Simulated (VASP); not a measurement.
# Bi2Se3 (Paraguanajuatite) (R-3m) in VASP: a series of runs

Bi2Se3 (Paraguanajuatite) is run at these levels: PBE; tasks: single point.

All numbers are computed with VASP 6.6.1; they aren't measurements. Logs are shortened: lines on timing, memory, paths and dates and some standing lists are left out, and cuts for length are marked.

### 1 The cell of the first run

The structure is trigonal, space group R-3m (No. 166). Conventional cell: a = 4.190 Å, b = 4.190 Å, c = 31.417 Å, α = 90.00°, β = 90.00°, γ = 120.00°. Within 3.8 Å of Bi (site symmetry 3m) lie 6 Se at 2.88 to 3.11 Å. Within 4.1 Å of Se (site symmetry -3m) lie 6 Bi at 3.11 Å. Within 3.8 Å of Se (site symmetry 3m) lie 3 Bi at 2.88 Å.

### 2 Single point, PBE

INCAR reads:

```
PREC = Accurate ; ENCUT = 520
EDIFF = 1E-6 ; ISMEAR = 0
SIGMA = 0.01 ; LREAL = False
LASPH = True ; NELM = 100
ALGO = Normal ; ISIF = 2
LWAVE = False ; LCHARG = False
GGA = PE ; NBANDS = 32
```

KPOINTS reads:

```
Automatic mesh
0
Gamma
  9 9 9
```

POSCAR reads:

```
Bi2Se3
1.0
    2.0947987232      1.2094326067     10.4722558612
   -2.0947987232      1.2094326067     10.4722558612
    0.0000000000     -2.4188652135     10.4722558612
Bi Se
2 3
Direct
    0.3954341506      0.3954341506      0.3954341506
    0.6045658494      0.6045658494      0.6045658494
    0.0000000000      0.0000000000      0.0000000000
    0.2215085262      0.2215085262      0.2215085262
    0.7784914738      0.7784914738      0.7784914738
```

Potentials or basis: VASP PAW PBE potentials, release 64 (Bi_d, Se).

The run is started by

```console
$ cat potpaw_PBE.64/Bi_d/POTCAR potpaw_PBE.64/Se/POTCAR > POTCAR
$ mpirun -np 1 vasp_std > vasp.out
```

OUTCAR:

```text
PREC = Accurate
   ENCUT = 520
   EDIFF = 1E-6
   ISMEAR = 0
   LREAL = False
   LASPH = True
   NELM = 100
   ISIF = 2
   GGA = PE

 ion  position               nearest neighbor table
   1  0.395  0.395  0.395-   5 2.88   5 2.88   5 2.88   3 3.11   3 3.11   3 3.11
   2  0.605  0.605  0.605-   4 2.88   4 2.88   4 2.88   3 3.11   3 3.11   3 3.11
   3  0.000  0.000  0.000-   2 3.11   1 3.11   2 3.11   2 3.11   1 3.11   1 3.11
   4  0.222  0.222  0.222-   2 2.88   2 2.88   2 2.88
   5  0.778  0.778  0.778-   1 2.88   1 2.88   1 2.88

  LATTYP: Found a trigonal (rhomboedric) cell.
 ALAT       =    10.7479789609
 COS(alpha) =     0.9240267017

  Lattice vectors:

 A1 = (   2.0947987232,   1.2094326067,  10.4722558612)
 A2 = (  -2.0947987232,   1.2094326067,  10.4722558612)
 A3 = (   0.0000000000,  -2.4188652135,  10.4722558612)

Analysis of symmetry for initial positions (statically):
=====================================================================
 Subroutine PRICEL returns:
 Original cell was already a primitive cell.

 Routine SETGRP: Setting up the symmetry group for a
 trigonal (rhombohedral) supercell.

 Subroutine GETGRP returns: Found 12 space group operations
 (whereof 12 operations were pure point group operations)
 out of a pool of 12 trial point group operations.

The static configuration has the point symmetry D_3d.

Analysis of symmetry for dynamics (positions and initial velocities):
=====================================================================
 Subroutine PRICEL returns:
 Original cell was already a primitive cell.

 Routine SETGRP: Setting up the symmetry group for a
 trigonal (rhombohedral) supercell.

 Subroutine GETGRP returns: Found 12 space group operations
 (whereof 12 operations were pure point group operations)
 out of a pool of 12 trial point group operations.

The dynamic configuration has the point symmetry D_3d.

 Subroutine INISYM returns: Found 12 space group operations
 (whereof 12 operations are pure point group operations),
 and found     1 'primitive' translations

----------------------------------------------------------------------------------------

                                     Primitive cell

  volume of cell :     159.1899

  direct lattice vectors                    reciprocal lattice vectors
     2.094798723  1.209432607 10.472255861     0.238686416  0.137805667  0.031830136
    -2.094798723  1.209432607 10.472255861    -0.238686416  0.137805667  0.031830136
     0.000000000 -2.418865214 10.472255861     0.000000000 -0.275611333  0.031830136

  length of vectors
    10.747978961 10.747978961 10.747978961     0.277443264  0.277443264  0.277443264

  position of ions in fractional coordinates (direct lattice)
     0.395434151  0.395434151  0.395434151
     0.604565849  0.604565849  0.604565849
     0.000000000  0.000000000  0.000000000
     0.221508526  0.221508526  0.221508526
     0.778491474  0.778491474  0.778491474

  ion indices of the primitive-cell ions
   primitive index   ion index
                 1           1
                 2           2
                 3           3
                 4           4
                 5           5

----------------------------------------------------------------------------------------

 KPOINTS: Automatic mesh

Automatic generation of k-mesh.
 Grid dimensions read from file:
 generate k-points for:    9    9    9

 Generating k-lattice:

  Cartesian coordinates                     Fractional coordinates (reciprocal lattice)
     0.026520713  0.015311741  0.003536682     0.111111111 -0.000000000  0.000000000
    -0.026520713  0.015311741  0.003536682    -0.000000000  0.111111111  0.000000000
     0.000000000 -0.030623481  0.003536682     0.000000000  0.000000000  0.111111111

  Length of vectors
     0.030827029  0.030827029  0.030827029

  Shift w.r.t. Gamma in fractional coordinates (k-lattice)
     0.000000000  0.000000000  0.000000000

 Subroutine IBZKPT returns following result:
 ===========================================

 Found     85 irreducible k-points:

 Following reciprocal coordinates:
            Coordinates               Weight
  0.000000  0.000000  0.000000      1.000000
  0.111111  0.000000  0.000000      6.000000
  0.222222  0.000000  0.000000      6.000000
  0.333333  0.000000  0.000000      6.000000
  0.444444  0.000000  0.000000      6.000000
  0.111111  0.111111  0.000000      6.000000
[... 16 lines left out ...]
 -0.333333  0.333333  0.000000      6.000000
  0.444444  0.444444  0.000000      6.000000
 [... further k-points ...]
   k-points           NKPTS =     85   k-points in BZ     NKDIM =     85   number of bands    NBANDS=     32
   number of dos      NEDOS =    301   number of ions     NIONS =      5
   total plane-waves  NPLWV = 512000
   dimension x,y,z NGX =    80 NGY =   80 NGZ =   80
   dimension x,y,z NGXF=   160 NGYF=  160 NGZF=  160
   ions per type =               2   3
   NGX,Y,Z   is equivalent  to a cutoff of  12.37, 12.37, 12.37 a.u.
   NGXF,Y,Z  is equivalent  to a cutoff of  24.75, 24.75, 24.75 a.u.
 SYSTEM =  unknown system
   PREC   = accura    normal or accurate (medium, high low for compatibility)
   ISTART =      0    job   : 0-new  1-cont  2-samecut
   ICHARG =      2    charge: 1-file 2-atom 10-const
   ISPIN  =      1    spin polarized calculation?
   LNONCOLLINEAR =      F non collinear calculations
   LSORBIT =      F    spin-orbit coupling
   LASPH  =      T    aspherical Exc in radial PAW
   ENCUT  =  520.0 eV  38.22 Ry    6.18 a.u.  19.98 19.98 19.98*2*pi/ulx,y,z
   NELM   =    100;   NELMIN=  2; NELMDL= -5     # of ELM steps
   EDIFF  = 0.1E-05   stopping-criterion for ELM
   LREAL  =      F    real-space projection
   EDIFFG = 0.1E-04   stopping-criterion for IOM
   NSW    =      0    number of steps for IOM
   IBRION =     -1    ionic relax: 0-MD 1-quasi-New 2-CG
   NFREE  =      0    steps in history (QN), initial steepest desc. (CG)
   ISIF   =      2    stress and relaxation
   ISYM   =      2    0-nonsym 1-usesym 2-fastsym
   POTIM  = 0.5000    time-step for ionic-motion
   TEBEG  =    0.0;   TEEND  =   0.0 temperature during run
   PSTRESS=    0.0 pullay stress
   NELECT =      48.0000    total number of electrons
   NUPDOWN=      -1.0000    fix difference up-down
   EMIN   =  10.00;   EMAX   =-10.00  energy-range for DOS
   EFERMI =   0.00;   METHOD = LEGACY
   ISMEAR =     0;   SIGMA  =   0.01  broadening in eV -4-tet -1-fermi 0-gaus
   EFERMI_NEDOS =   21; number of points for ismear=-14 and -15
   IALGO  =     38    algorithm
   IMIX   =      4    mixing-type and parameters
     AMIX     =   0.40;   BMIX     =  1.00
     AMIX_MAG =   1.60;   BMIX_MAG =  1.00
  volume/ion in A,a.u.               =      31.84       214.85
  Fermi-wavevector in a.u.,A,eV,Ry     =   1.097784  2.074510 16.396774  1.205129
  Thomas-Fermi vector in A             =   2.234150
   LORBIT       =      0    0 simple, 1 ext, 2 COOP (PROOUT), +10 PAW based schemes
   GGA     = PE    functional components
   LHFCALC =     F    Hartree Fock is set to
   AEXX    =    0.0000 exact exchange contribution
   IVDW    =     0    specifies the selected vdW correction
   LEPSILON=     F    determine dielectric tensor
   LRPA    =     F    only Hartree local field effects (RPA)
 non-spin polarized calculation
 Gauss-broadening in eV      SIGMA  =   0.01
  energy-cutoff  :      520.00
  volume of cell :      159.19
 maximum number of plane-waves:      4310
   NGX = 39   NGY = 39   NGZ = 39

 number of electron      47.9999999 magnetization

 Free energy of the ion-electron system (eV)
  ---------------------------------------------------
  ext. energy  EPLUGINS =         0.00000000
  ---------------------------------------------------
  free energy    TOTEN  =       -20.23862433 eV

  energy without entropy =      -20.23862433  energy(sigma->0) =      -20.23862433

 E-fermi :   3.3607     XC(G=0):  -8.8540

 val. band max:        3.3197939271   @ k =  -0.4444   0.3333   0.3333
 cond. band min:       4.0285516255   @ k =   0.0000   0.0000   0.0000
 fundamental gap:      0.7087576984
 Fermi energy:         3.3606578847

 k-point     1 :       0.0000    0.0000    0.0000
  band No.  band energies     occupation
      1     -19.3304      2.00000
      2     -19.3304      2.00000
      3     -19.3292      2.00000
      4     -19.3292      2.00000
      5     -19.3257      2.00000
      6     -19.3237      2.00000
[... 24 lines left out ...]
     31       9.6898      0.00000
     32      10.1080      0.00000

 k-point     2 :       0.1111    0.0000    0.0000
  band No.  band energies     occupation
      1     -19.3317      2.00000
      2     -19.3302      2.00000
      3     -19.3278      2.00000
      4     -19.3265      2.00000
      5     -19.3241      2.00000
      6     -19.3220      2.00000
[... 24 lines left out ...]
     31       9.5921      0.00000
     32      10.0687      0.00000

 k-point     3 :       0.2222    0.0000    0.0000
  band No.  band energies     occupation
      1     -19.3359      2.00000
      2     -19.3337      2.00000
      3     -19.3219      2.00000
      4     -19.3216      2.00000
      5     -19.3202      2.00000
      6     -19.3186      2.00000
[... 24 lines left out ...]
     31       8.7605      0.00000
     32      10.0404      0.00000

 k-point     4 :       0.3333    0.0000    0.0000
  band No.  band energies     occupation
      1     -19.3415      2.00000
      2     -19.3384      2.00000
      3     -19.3251      2.00000
      4     -19.3210      2.00000
      5     -19.3190      2.00000
      6     -19.3161      2.00000
[... 24 lines left out ...]
     31       8.2295      0.00000
     32      10.3936      0.00000

 k-point     5 :       0.4444    0.0000    0.0000
  band No.  band energies     occupation
      1     -19.3456      2.00000
      2     -19.3418      2.00000
      3     -19.3272      2.00000
      4     -19.3229      2.00000
      5     -19.3196      2.00000
      6     -19.3155      2.00000
[... 584 lines left out ...]
     31       8.3210      0.00000
     32      10.3431      0.00000

 k-point    22 :      -0.4444    0.3333   -0.0000
  band No.  band energies     occupation
      1     -19.3378      2.00000
      2     -19.3354      2.00000
      3     -19.3254      2.00000
      4     -19.3215      2.00000
      5     -19.3197      2.00000
      6     -19.3189      2.00000
[... 24 lines left out ...]
     31       9.0555      0.00000
     32      10.6295      0.00000

 k-point    23 :      -0.3333    0.3333    0.0000
  band No.  band energies     occupation
      1     -19.3333      2.00000
      2     -19.3333      2.00000
      3     -19.3297      2.00000
      4     -19.3213      2.00000
      5     -19.3157      2.00000
      6     -19.3157      2.00000
[... 24 lines left out ...]
     31      10.0830      0.00000
     32      10.7356      0.00000

 k-point    24 :       0.4444    0.4444    0.0000
  band No.  band energies     occupation
      1     -19.3456      2.00000
      2     -19.3418      2.00000
      3     -19.3272      2.00000
      4     -19.3230      2.00000
      5     -19.3196      2.00000
      6     -19.3155      2.00000
[... 24 lines left out ...]
     31       8.4874      0.00000
     32      10.2443      0.00000

 [... further k-points ...]
[... 5 lines left out ...]
  --------------------------------------------------------------------------------------
  -------------------------------------------------------------------------------------
  Total        0.0129198      0.0129198      0.0177092      0.0000000     -0.0000000      0.0000000
  in kB        0.1300327      0.1300327      0.1782355      0.0000000     -0.0000000      0.0000000
  external PRESSURE =       0.1461003 kB  Pullay stress =       0.0000000 kB

 VOLUME and BASIS-vectors are now :
 -----------------------------------------------------------------------------
  energy-cutoff  :      520.00
  volume of cell :      159.19
      direct lattice vectors                 reciprocal lattice vectors
     2.094798723  1.209432607 10.472255861     0.238686416  0.137805667  0.031830136
    -2.094798723  1.209432607 10.472255861    -0.238686416  0.137805667  0.031830136
     0.000000000 -2.418865214 10.472255861     0.000000000 -0.275611333  0.031830136

 POSITION                                       TOTAL-FORCE (eV/Angst)
 -----------------------------------------------------------------------------------
      0.00000     -0.00000     12.42326         0.000000      0.000000     -0.008702
      0.00000     -0.00000     18.99350         0.000000     -0.000000      0.008702
      0.00000      0.00000      0.00000         0.000000     -0.000000      0.000000
      0.00000     -0.00000      6.95908         0.000000      0.000000     -0.010580
      0.00000     -0.00000     24.45769         0.000000     -0.000000      0.010580
 -----------------------------------------------------------------------------------
    total drift:                               -0.000000      0.000000      0.000000

  FREE ENERGIE OF THE ION-ELECTRON SYSTEM (eV)
  ---------------------------------------------------
  free  energy   TOTEN  =       -20.2386243308 eV

  energy  without entropy=      -20.2386243308  energy(sigma->0) =      -20.23862433
```

Run time: 25 min. Hardware: 1 thread of Intel Xeon Platinum 8488C (Sapphire Rapids), shared host; peak memory 1.1 GiB.

What came out:

| Item | Value |
| --- | --- |
| Free energy | -20.2386 eV |
| Pressure | 0.0 GPa |
| Largest force | 0.011 eV/Å |
| Band gap on the k mesh | 0.71 eV, indirect (least direct gap 0.73 eV) |

Forces on the atoms (eV/Å):
```
Bi   0.000  0.000 -0.009
Bi   0.000  0.000  0.009
Se   0.000  0.000  0.000
Se   0.000  0.000 -0.011
Se   0.000  0.000  0.011
```

Caveat: spin-orbit coupling is left out, which moves the levels of the heavy elements.

(Part 1 of 2 ends here.)
